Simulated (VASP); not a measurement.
Runs of VASP 6.6.1 on Si3Br. The structure is that of space group Fm-3m (No. 225), or close to it. The cells are those of the table. The cell was generated, and may not be a known phase.

```csv
task,cell,k mesh,cutoff (eV),gap on the mesh (eV),pressure (GPa),relaxed volume (Å³/atom)
relaxation of cell and atoms,"relaxed from a = 4.633 Å, angles 60.0°, 4 atoms",12 × 12 × 12,600,-,0.0,17.87
relaxation of cell and atoms,"relaxed from a = 5.109 Å, angles 60.0°, 4 atoms",4 × 4 × 4,600,-,0.2,(a)
single point,"a = 4.633 Å, angles 60.0°, 4 atoms",4 × 4 × 4,520,none,-0.2,-
single point,"a = 5.109 Å, angles 60.0°, 4 atoms",4 × 4 × 4,520,none,-9.2,-
single point,"a = 4.659 Å, angles 60.0°, 4 atoms",12 × 12 × 12,520,none,0.0,-
```

Alike in all rows: level PBE; potentials or basis VASP PAW PBE potentials, release 64 (Si, Br); no spin polarisation; smearing gaussian 0.1 eV.

**Question.** Estimate the missing entries.

**Answer.** (a) 17.48.

Caveats: some runs use coarse meshes; an odd number of electrons without spin polarisation forces a metal (at least some runs); a magnetic or distorted state may lie lower (at least some runs); the highest band is partly filled, so the run has too few bands (at least some runs); the volume moved by over 15 % at a fixed basis, so the end points are rough (at least some runs).

A k mesh can miss the band edges, and the runs leave out spin-orbit coupling on Br.

A gap of «none» marks levels without a gap at the run's occupations.
